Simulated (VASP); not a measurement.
# Ge (P6_3/mmc) in VASP: a series of runs, part 3 of 3

VASP 6.6.1. Earlier steps stand in the parts before.

### 5 Relaxation of cell and atoms, PBEsol

This run uses another cell than the first one, of the same volume but with other edges.

Input file INCAR:

```
SYSTEM = Ge
PREC = Accurate ; ENCUT = 600
EDIFF = 1E-6 ; ISMEAR = 0
SIGMA = 0.1 ; LREAL = .FALSE.
LASPH = .TRUE. ; NELM = 80
ALGO = Normal ; ISIF = 3
LWAVE = .FALSE. ; LCHARG = .FALSE.
GGA = PS ; IBRION = 2
NSW = 100 ; EDIFFG = -0.005
```

Input file KPOINTS:

```
Automatic mesh
0
G
  12 12 6
  0 0 0
```

Input file POSCAR:

```
Ge
1.0
    3.9986409613      0.0000000000      0.0000000000
   -1.9993204807      3.4629246531      0.0000000000
    0.0000000000      0.0000000000      6.5920608961
Ge
4
Direct
    0.6666666667      0.3333333333      0.0627779679
    0.3333333333      0.6666666667      0.5627779679
    0.6666666667      0.3333333333      0.4372220321
    0.3333333333      0.6666666667      0.9372220321
```

Potentials or basis: VASP PAW PBE potentials, release 64 (Ge_d).

Command:

```sh
cat potpaw_PBE.64/Ge_d/POTCAR > POTCAR
mpirun -np 1 vasp_std > vasp.out
```

OUTCAR:

```text
SYSTEM = Ge
   PREC = Accurate
   ENCUT = 600
   EDIFF = 1E-6
   ISMEAR = 0
   LREAL = .FALSE.
   LASPH = .TRUE.
   NELM = 80
   ISIF = 3
   GGA = PS
   IBRION = 2
   NSW = 100
   EDIFFG = -0.005

 ion  position               nearest neighbor table
   1  0.667  0.333  0.063-   4 2.45   4 2.45   4 2.45   3 2.47
   2  0.333  0.667  0.563-   3 2.45   3 2.45   3 2.45   4 2.47
   3  0.667  0.333  0.437-   2 2.45   2 2.45   2 2.45   1 2.47
   4  0.333  0.667  0.937-   1 2.45   1 2.45   1 2.45   2 2.47

  LATTYP: Found a hexagonal cell.
 ALAT       =     3.9986409613
 C/A-ratio  =     1.6485753434

  Lattice vectors:

 A1 = (   3.9986409613,   0.0000000000,   0.0000000000)
 A2 = (  -1.9993204807,   3.4629246531,   0.0000000000)
 A3 = (   0.0000000000,   0.0000000000,   6.5920608961)

Analysis of symmetry for initial positions (statically):
=====================================================================
 Subroutine PRICEL returns:
 Original cell was already a primitive cell.

[... 175 lines left out ...]
  free energy    TOTEN  =       -19.68483308 eV

  energy without entropy =      -19.68423627  energy(sigma->0) =      -19.68453468

------------------------ aborting loop because EDIFF is reached ----------------------------------------

  FORCE on cell =-STRESS in cart. coord.  units (eV):
  Direction    XX          YY          ZZ          XY          YZ          ZX
  --------------------------------------------------------------------------------------
  -------------------------------------------------------------------------------------
  Total       -0.0664018     -0.0664018     -0.0323246      0.0000000      0.0000000      0.0000000
  in kB       -1.1655034     -1.1655034     -0.5673701      0.0000000      0.0000000      0.0000000
  external PRESSURE =      -0.9661256 kB  Pullay stress =       0.0000000 kB
[... 101 lines left out ...]
--------------------------------------- Ionic step        4  -------------------------------------------

 number of electron      55.9999987 magnetization

 Free energy of the ion-electron system (eV)
  ---------------------------------------------------
  ext. energy  EPLUGINS =         0.00000000
  ---------------------------------------------------
  free energy    TOTEN  =       -19.68485780 eV

  energy without entropy =      -19.68426027  energy(sigma->0) =      -19.68455903

 E-fermi :   4.8688     XC(G=0): -10.0920

 val. band max:        4.8300443250   @ k =   0.0000   0.0000   0.0000
 cond. band min:       4.9672769466   @ k =   0.0000   0.0000   0.0000
 fundamental gap:      0.1372326216
 Fermi energy:         4.8688439838

 k-point     1 :       0.0000    0.0000    0.0000
  band No.  band energies     occupation
      1     -19.9952      2.00000
      2     -19.9952      2.00000
      3     -19.9573      2.00000
      4     -19.9567      2.00000
      5     -19.9567      2.00000
      6     -19.9435      2.00000
[... 853 lines left out ...]
     32       8.8069      0.00000
     33       9.4485      0.00000

 [... further k-points ...]
[... 5 lines left out ...]
  --------------------------------------------------------------------------------------
  -------------------------------------------------------------------------------------
  Total        0.0031602      0.0031602      0.0182559     -0.0000000     -0.0000000      0.0000000
  in kB        0.0555441      0.0555441      0.3208733     -0.0000000     -0.0000000      0.0000000
  external PRESSURE =       0.1439872 kB  Pullay stress =       0.0000000 kB
[... 19 lines left out ...]
  FREE ENERGIE OF THE ION-ELECTRON SYSTEM (eV)
  ---------------------------------------------------
  free  energy   TOTEN  =       -19.6848577987 eV

  energy  without entropy=      -19.6842602700  energy(sigma->0) =      -19.68455903

 reached required accuracy - stopping structural energy minimisation
```

OSZICAR:

```text
N       E                     dE             d eps       ncg     rms          rms(c)
DAV:   1     0.514591630377E+03    0.51459E+03   -0.31286E+04  5659   0.504E+03
DAV:   2     0.684762741991E+02   -0.44612E+03   -0.43923E+03  5024   0.904E+02
[... 24 lines left out ...]
   3 F= -.19684859E+02 E0= -.19684560E+02  d E =-.259455E-04
       N       E                     dE             d eps       ncg     rms          rms(c)
DAV:   1    -0.196848768096E+02   -0.17260E-04   -0.27490E-04  6902   0.264E-01    0.260E-02
DAV:   2    -0.196848620668E+02    0.14743E-04   -0.25019E-05  6362   0.795E-02    0.131E-02
DAV:   3    -0.196848577234E+02    0.43434E-05   -0.90623E-06  6152   0.426E-02    0.290E-03
DAV:   4    -0.196848577987E+02   -0.75344E-07   -0.11643E-06  2753   0.170E-02
   4 F= -.19684858E+02 E0= -.19684559E+02  d E =-.247186E-04
```

Wall time 4.3 min (1 thread of Intel Xeon 6975P-C (Granite Rapids), shared host); peak memory 0.36 GiB.

Results:

* Free energy: -19.6849 eV
* Relaxed volume: 22.79 Å³/atom
* Relaxed cell: a = 3.996 Å, b = 3.996 Å, c = 6.590 Å, α = 90.00°, β = 90.00°, γ = 120.00°
* Space group after relaxing (to 0.05 Å): P6_3/mmc (No. 194)
* Energy gained by relaxing: 0.0 meV/atom
* Ionic steps: 4
* Pressure after relaxing: 0.0 GPa
* Largest force after relaxing: 0.003 eV/Å
* Band gap on the k mesh: zero (band 28 reaches 4.83 eV, above the bottom of band 29 at 4.79 eV)

Forces in eV/Å, atoms in the order of the input:
```
Ge   0.000  0.000  0.003
Ge   0.000  0.000  0.003
Ge   0.000  0.000 -0.003
Ge   0.000  0.000 -0.003
```

Final structure:
```yaml
crystal:
  lattice:
    - [3.99643, 0.00000, 0.00000]
    - [-1.99822, 3.46101, 0.00000]
    - [0.00000, 0.00000, 6.59029]
  atoms:
    - { symbol: Ge, position: [0.66667, 0.33333, 0.06280] }
    - { symbol: Ge, position: [0.33333, 0.66667, 0.56280] }
    - { symbol: Ge, position: [0.66667, 0.33333, 0.43720] }
    - { symbol: Ge, position: [0.33333, 0.66667, 0.93720] }
```

Levels at points of the mesh, in eV from the Fermi level:
| k point | band 24 | band 25 | band 26 | band 27 | band 28 | band 29 | band 30 | band 31 | band 32 | band 33 |
| --- | --- | --- | --- | --- | --- | --- | --- | --- | --- | --- |
| (0.00, 0.00, 0.00) | -1.51 | -1.51 | -0.17 | -0.17 | -0.04 | 0.10 | 0.10 | 2.22 | 2.22 | 2.72 |
| (0.50, 0.00, 0.00) | -6.78 | -4.64 | -3.11 | -2.86 | -1.47 | 0.43 | 1.59 | 3.48 | 3.66 | 4.30 |
| (0.00, 0.00, 0.50) | -4.84 | -0.88 | -0.88 | -0.88 | -0.88 | 0.62 | 0.62 | 3.33 | 3.33 | 3.33 |
| (0.50, 0.00, 0.50) | -7.91 | -2.58 | -2.58 | -2.45 | -2.45 | 0.45 | 0.45 | 2.03 | 2.03 | 6.08 |

Caveat: the PAW data sets were made with another functional, which shifts forces and pressure a little.

### 6 Summary

| task | cell | k mesh | cutoff (eV) | smearing | gap on the mesh (eV) | pressure (GPa) |
| --- | --- | --- | --- | --- | --- | --- |
| single point | a = 3.997, b = 7.713 Å, angles 75.0, 60.0, 105.0°, 4 atoms | 9 × 5 × 11 | 520 | gaussian 0.1 eV | 0.02 | -0.1 |
| single point | a = 3.999, b = 3.999, c = 6.592 Å, angles 90.0, 90.0, 120.0°, 4 atoms | 12 × 12 × 6 | 520 | gaussian 0.01 eV | none | -0.1 |
| single point | a = 3.997, b = 3.997, c = 6.596 Å, angles 90.0, 90.0, 120.0°, 4 atoms | 12 × 12 × 6 | 520 | gaussian 0.1 eV | none | -0.1 |
| relaxation of cell and atoms | relaxed from a = 3.999, b = 3.999, c = 6.592 Å, angles 90.0, 90.0, 120.0°, 4 atoms | 12 × 12 × 6 | 600 | gaussian 0.1 eV | none | 0.0 |

Alike in all rows: level PBEsol; potentials or basis VASP PAW PBE potentials, release 64 (Ge_d); no spin polarisation.

Caveats: the PAW data sets were made with another functional, which shifts forces and pressure a little.

Total energies depend on the potentials used, so only differences within one code and one set of settings carry meaning.
